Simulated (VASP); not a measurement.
Runs of VASP 6.6.1 on BaS. The structure is that of space group Fm-3m (No. 225), or close to it. The cells are those of the table. 

```tsv
task	spin	cell	gap on the mesh (eV)	pressure (GPa)
single point	off	a = 4.517 Å, angles 60.0°, 2 atoms	2.11	1.4
electric field gradients	off	a = 4.539 Å, angles 59.3°, 2 atoms	2.09	1.4
electric field gradients	off	a = 4.605 Å, angles 60.0°, 2 atoms	2.20	-1.0
electric field gradients	off	a = 4.562, b = 4.562, c = 4.517 Å, angles 60.3, 60.3, 59.3°, 2 atoms	2.12	(a)
single point	non-collinear, zero start, SOC	a = 4.517 Å, angles 60.0°, 2 atoms	-	1.4
electric field gradients	off	a = 4.562 Å, angles 58.7°, 2 atoms	2.08	1.4
electric field gradients	off	a = 4.585 Å, angles 58.0°, 2 atoms	2.06	1.4
single point	off	a = 4.456 Å, angles 60.0°, 2 atoms	(b)	3.6
electric field gradients	off	a = 4.494 Å, angles 60.7°, 2 atoms	2.08	1.4
single point	off	a = 4.547 Å, angles 60.0°, 2 atoms	2.14	0.5
electric field gradients	off	a = 4.547 Å, angles 60.0°, 2 atoms	2.14	0.5
electric field gradients	off	a = 4.502 Å, angles 60.0°, 2 atoms	2.09	1.9
```

Alike in all rows: level PBE; potentials or basis VASP PAW PBE potentials, release 64 (Ba_sv, S); k mesh 8 × 8 × 8; cutoff (eV) 520; smearing fermi-dirac 0.02 eV.

Task: Fill in the values left out.

Result: (a) 0.6; (b) 2.03.

Caveats: spin-orbit coupling is left out, which moves the levels of the heavy elements (some runs).

A k mesh can miss the band edges, and rows without SOC leave out spin-orbit coupling on Ba.
